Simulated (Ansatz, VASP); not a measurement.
## LiH in VASP and in Ansatz

The input POSCAR:

```
LiH
1.0
    0.0000000000      2.0023272762      2.0023272762
    2.0023272762      0.0000000000      2.0023272762
    2.0023272762      2.0023272762      0.0000000000
Li H
1 1
Direct
    0.0024970943      0.0024970943      0.0024970943
    0.5000000000      0.5000000000      0.5000000000
```

INCAR.step1

```
ALGO = Normal
EDIFF = 1E-5
ENCUT = 830
GGA = PE
GGA_COMPAT = False
ISMEAR = 0
LASPH = True
LCHARG = False
LREAL = False
LWAVE = True
NBANDS = 9
NELM = 120
PREC = Accurate
SIGMA = 0.01
```

File INCAR.step2:

```
ALGO = Normal
EDIFF = 1E-6
ENCUT = 830
GGA_COMPAT = False
ISIF = 2
ISMEAR = 0
ISTART = 1
LASPH = True
LCHARG = False
LMIXTAU = True
LREAL = False
LWAVE = False
METAGGA = R2SCAN
NBANDS = 9
NELM = 120
PREC = Accurate
SIGMA = 0.01
```

File KPOINTS:

```
k-points
0
Gamma
  10 10 10
```

Input for Ansatz:

```yaml
crystal:
  lattice:
    - [0.0, 2.00232727617, 2.00232727617]
    - [2.00232727617, 0.0, 2.00232727617]
    - [2.00232727617, 2.00232727617, 0.0]
  atoms:
    - { symbol: Li, position: [0.002497094286, 0.002497094286, 0.002497094286] }
    - { symbol: H, position: [0.5, 0.5, 0.5] }
kpoints:
  mp_grid: { grid: [10, 10, 10] }
scf:
  occupations: { method: fixed }
  convergence: { dr2_threshold: 1.0e-10 }
hamiltonian:
  xc: r2scan
  pseudopotentials: { kind: paw }
output:
  forces: true
  stress: true
  eigenstates:
    kpoints:
      - [0.0, 0.0, 0.0]
      - [0.0, -0.5, -0.5]
      - [-0.5, 0.0, -0.5]
      - [-0.5, -0.5, 0.0]
      - [-0.5, 0.0, 0.0]
      - [0.0, -0.5, 0.0]
      - [0.0, 0.0, -0.5]
      - [-0.5, -0.5, -0.5]
  eigenvalues: true
```

Change from the starting cell: atom 1 moved by [0.01, 0.01, 0.01] A, PAW files.

Alike in both runs: task single point; functional r2SCAN; k mesh 10 × 10 × 10; no spin polarisation.

|  | VASP | Ansatz |
| --- | --- | --- |
| version | VASP 6.6.1 | Ansatz 0.2.0 |
| potentials or method | VASP PAW PBE potentials, release 64 (Li_sv, H) | PAW with Ansatz's default frozen-core files, scalar-relativistic |
| plane-wave cutoff (eV) | 830 | 500 |
| occupations | gaussian, width 0.01 eV | fixed |
| valence electrons in the cell | 4 | 4 |

```tsv
	VASP	Ansatz	Ansatz less VASP
gap on the k mesh at the Fermi level (eV)	3.58	3.63	+0.052
pressure (GPa)	-0.1	0.0	+0.11
rms of the force components (eV/Å)	0.005	0.012	+0.0070
```

VASP's potentials were made for PBE, not for r2SCAN. Atom by atom the forces differ by 0.007 eV/Å (rms over components).
